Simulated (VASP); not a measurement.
# AlGaN2 (P-4m2) in VASP: a series of runs, part 2 of 2

VASP 6.6.1.

### 3 Single point, r2SCAN (strain +0.030 along x and y, +0.015 along z)

The input, POSCAR:

```
AlGaN2
1.0
    3.2351033602      0.0000000000      0.0000000000
    0.0000000000      3.2351033602      0.0000000000
    0.0000000000      0.0000000000      4.4901955091
Al Ga N
1 1 2
Direct
    0.5000000000      0.5000000000      0.5000000000
    0.0000000000      0.0000000000      0.0000000000
    0.5000000000      0.0000000000      0.7382648100
    0.0000000000      0.5000000000      0.2617351900
```

The input, INCAR.step1:

```
SYSTEM = AlGaN2
PREC     = Accurate       ! precision mode
ENCUT    = 910            ! plane-wave cutoff, eV
ISMEAR   = 0              ! smearing method
SIGMA    = 0.05           ! smearing width, eV
LREAL    = .False.        ! projectors in reciprocal space
LASPH    = .True.         ! aspherical terms in the spheres
NELM     = 120            ! most SCF steps
NBANDS   = 21             ! bands
GGA      = PE             ! functional
ALGO     = Normal         ! electronic algorithm
EDIFF    = 1E-5           ! SCF threshold, eV
LWAVE    = .True.         ! write WAVECAR
LCHARG   = .False.        ! write CHGCAR
GGA_COMPAT= .False.
```

The input, INCAR.step2:

```
SYSTEM = AlGaN2
PREC     = Accurate       ! precision mode
ENCUT    = 910            ! plane-wave cutoff, eV
EDIFF    = 1E-6           ! SCF threshold, eV
ISMEAR   = 0              ! smearing method
SIGMA    = 0.05           ! smearing width, eV
LREAL    = .False.        ! projectors in reciprocal space
LASPH    = .True.         ! aspherical terms in the spheres
NELM     = 120            ! most SCF steps
ALGO     = Normal         ! electronic algorithm
ISIF     = 2              ! what is computed and relaxed
LWAVE    = .False.        ! write WAVECAR
LCHARG   = .False.        ! write CHGCAR
METAGGA  = R2SCAN         ! meta-GGA
LMIXTAU  = .True.       
NBANDS   = 21             ! bands
ISTART   = 1            
GGA_COMPAT= .False.
```

The input, KPOINTS:

```
Automatic mesh
0
Gamma
  8 8 6
  0 0 0
```

Potentials or basis: VASP PAW PBE potentials, release 64 (Al, Ga_d, N_h).

Run with:

```bash
$ cat potpaw_PBE.64/Al/POTCAR potpaw_PBE.64/Ga_d/POTCAR potpaw_PBE.64/N_h/POTCAR > POTCAR
$ cp INCAR.step1 INCAR
$ mpirun -np 1 vasp_std > vasp.out
$ cp INCAR.step2 INCAR
$ mpirun -np 1 vasp_std > vasp.out
```

OUTCAR:

```text
SYSTEM = AlGaN2
   PREC = Accurate
   ENCUT = 910
   EDIFF = 1E-6
   ISMEAR = 0
   LREAL = .False.
   LASPH = .True.
   NELM = 120
   ISIF = 2
   METAGGA = R2SCAN
   ISTART = 1

 ion  position               nearest neighbor table
   1  0.500  0.500  0.500-   3 1.94   4 1.94   3 1.94   4 1.94
   2  0.000  0.000  0.000-   3 2.00   4 2.00   4 2.00   3 2.00
   3  0.500  0.000  0.738-   1 1.94   1 1.94   2 2.00   2 2.00
   4  0.000  0.500  0.262-   1 1.94   1 1.94   2 2.00   2 2.00
[... 776 lines left out ...]

  FORCE on cell =-STRESS in cart. coord.  units (eV):
  Direction    XX          YY          ZZ          XY          YZ          ZX
  --------------------------------------------------------------------------------------
  -------------------------------------------------------------------------------------
  Total       -4.0667502     -4.0667502     -3.4282867      0.0000000      0.0000000      0.0000000
  in kB     -138.6489264   -138.6489264   -116.8815971      0.0000000      0.0000000      0.0000000
  external PRESSURE =    -131.3931500 kB  Pullay stress =       0.0000000 kB

 VOLUME and BASIS-vectors are now :
 -----------------------------------------------------------------------------
  energy-cutoff  :      910.00
  volume of cell :       46.99
      direct lattice vectors                 reciprocal lattice vectors
     3.235103360  0.000000000  0.000000000     0.309109135  0.000000000  0.000000000
     0.000000000  3.235103360  0.000000000     0.000000000  0.309109135  0.000000000
     0.000000000  0.000000000  4.490195509     0.000000000  0.000000000  0.222707452

 POSITION                                       TOTAL-FORCE (eV/Angst)
 -----------------------------------------------------------------------------------
      1.61755      1.61755      2.24510         0.000000      0.000000      0.000000
      0.00000      0.00000      0.00000         0.000000     -0.000000      0.000000
      1.61755      0.00000      3.31495        -0.000000     -0.000000     -0.018383
      0.00000      1.61755      1.17524         0.000000     -0.000000      0.018383
 -----------------------------------------------------------------------------------
    total drift:                                0.000000      0.000000      0.000000

  FREE ENERGIE OF THE ION-ELECTRON SYSTEM (eV)
  ---------------------------------------------------
  free  energy   TOTEN  =       -40.9226629820 eV

  energy  without entropy=      -40.9226629820  energy(sigma->0) =      -40.92266298
```

OUTCAR.step1:

```text
SYSTEM = AlGaN2
   PREC = Accurate
   ENCUT = 910
   ISMEAR = 0
   LREAL = .False.
   LASPH = .True.
[... 806 lines left out ...]
      0.00000      0.00000      0.00000        -0.000000     -0.000000     -0.000000
      1.61755      0.00000      3.31495         0.000000     -0.000000     -0.052020
      0.00000      1.61755      1.17524         0.000000     -0.000000      0.052020
 -----------------------------------------------------------------------------------
    total drift:                                0.000000      0.000000     -0.000000

  FREE ENERGIE OF THE ION-ELECTRON SYSTEM (eV)
  ---------------------------------------------------
  free  energy   TOTEN  =       -26.9480913470 eV

  energy  without entropy=      -26.9480913470  energy(sigma->0) =      -26.94809135
```

It took 4.5 min on 1 thread of Intel Xeon Platinum 8259CL at 2.50GHz (Skylake/Cascade Lake), shared host; peak memory 0.32 GiB.

Results:

| Quantity | Value |
| --- | --- |
| Free energy | -40.9227 eV |
| Pressure | -13.1 GPa |
| Largest force | 0.018 eV/Å |
| Band gap on the k mesh | 2.81 eV |

Forces in eV/Å, atoms in the order of the input:
```
Al   0.000  0.000  0.000
Ga   0.000  0.000  0.000
N    0.000  0.000 -0.018
N    0.000  0.000  0.018
```

Caveat: the cell differs from its parent crystal (strain +0.030 along x and y, +0.015 along z); the cutoff is under 1.25 times the usual one of these potentials, so pressure, stress and relaxed cells hold a basis-set (Pulay) error; the cell stands under tension; the PAW data sets were made with another functional, which shifts forces and pressure a little.

### 4 Single point, r2SCAN (strain +0.000 along x and y, +0.030 along z)

The input, POSCAR:

```
AlGaN2
1.0
    3.1408770487      0.0000000000      0.0000000000
    0.0000000000      3.1408770487      0.0000000000
    0.0000000000      0.0000000000      4.5565530782
Al Ga N
1 1 2
Direct
    0.5000000000      0.5000000000      0.5000000000
    0.0000000000      0.0000000000      0.0000000000
    0.5000000000      0.0000000000      0.7382648100
    0.0000000000      0.5000000000      0.2617351900
```

The input, INCAR.step1:

```
SYSTEM = AlGaN2
PREC = Accurate
ENCUT = 910
ISMEAR = 0
SIGMA = 0.05
LREAL = .FALSE.
LASPH = .TRUE.
NELM = 120
NBANDS = 21
GGA = PE
ALGO = Normal
EDIFF = 1E-5
LWAVE = .TRUE.
LCHARG = .FALSE.
GGA_COMPAT = .FALSE.
```

The input, INCAR.step2:

```
SYSTEM = AlGaN2
PREC = Accurate
ENCUT = 910
EDIFF = 1E-6
ISMEAR = 0
SIGMA = 0.05
LREAL = .FALSE.
LASPH = .TRUE.
NELM = 120
ALGO = Normal
ISIF = 2
LWAVE = .FALSE.
LCHARG = .TRUE.
METAGGA = R2SCAN
LMIXTAU = .TRUE.
LELF = .TRUE.
LVHAR = .TRUE.
NBANDS = 21
ISTART = 1
GGA_COMPAT = .FALSE.
```

The input, KPOINTS:

```
regular mesh
0
G
  8 8 6
  0 0 0
```

Run with:

```bash
$ cat potpaw_PBE.64/Al/POTCAR potpaw_PBE.64/Ga_d/POTCAR potpaw_PBE.64/N_h/POTCAR > POTCAR
$ cp INCAR.step1 INCAR
$ mpirun -np 1 vasp_std > vasp.out
$ cp INCAR.step2 INCAR
$ mpirun -np 1 vasp_std > vasp.out
```

Wall time 4.2 min (1 thread of AMD EPYC 9R45 (Zen 5), shared host); peak memory 0.28 GiB.

It converged, with:

* Free energy: -41.0353 eV
* Pressure: -5.9 GPa
* Largest force: 0.051 eV/Å
* Band gap on the k mesh: 3.09 eV

Forces on the atoms (eV/Å):
```
Al   0.000  0.000  0.000
Ga   0.000  0.000  0.000
N    0.000  0.000  0.051
N    0.000  0.000 -0.051
```

Stress tensor (GPa, compression positive):
```
-4.44  0.00  0.00
 0.00 -4.44  0.00
 0.00  0.00 -8.73
```

Levels at points of the mesh, in eV from the valence-band top:
```csv
k point,band 11,band 12,band 13,band 14,band 15,band 16
"(0.00, 0.00, 0.00)",-0.34,0.00,0.00,3.09,4.13,8.47
"(0.50, 0.00, 0.00)",-3.01,-0.95,-0.55,7.46,7.68,8.80
"(0.50, 0.50, 0.00)",-2.35,-2.35,-2.34,3.73,3.73,6.56
"(0.00, 0.00, 0.50)",-1.51,-0.91,-0.91,5.62,5.71,8.39
"(0.50, 0.00, 0.50)",-0.93,-0.78,-0.45,5.47,6.98,9.82
"(0.50, 0.50, 0.50)",-3.27,-3.16,-3.16,6.50,6.50,9.10
```

Caveat: the cell differs from its parent crystal (strain +0.000 along x and y, +0.030 along z); the cutoff is under 1.25 times the usual one of these potentials, so pressure, stress and relaxed cells hold a basis-set (Pulay) error; the cell stands under tension; the PAW data sets were made with another functional, which shifts forces and pressure a little.

### 5 The runs side by side

| cell | gap on the mesh (eV) | pressure (GPa) | largest force (eV/Å) |
| --- | --- | --- | --- |
| a = 3.141, b = 3.141, c = 4.490 Å, 4 atoms | 3.22 | -3.1 | 0.03 |
| a = 3.235, b = 3.235, c = 4.490 Å, 4 atoms | 2.81 | -13.1 | 0.02 |
| a = 3.141, b = 3.141, c = 4.557 Å, 4 atoms | 3.09 | -5.9 | 0.05 |

Alike in all rows: task single point; level r2SCAN; potentials or basis VASP PAW PBE potentials, release 64 (Al, Ga_d, N_h); no spin polarisation; k mesh 8 × 8 × 6; cutoff (eV) 910; smearing gaussian 0.05 eV.

Caveats: the cutoff is under 1.25 times the usual one of these potentials, so pressure, stress and relaxed cells hold a basis-set (Pulay) error; the cell stands under tension; the PAW data sets were made with another functional, which shifts forces and pressure a little.

Total energies depend on the potentials used, so only differences within one code and one set of settings carry meaning.
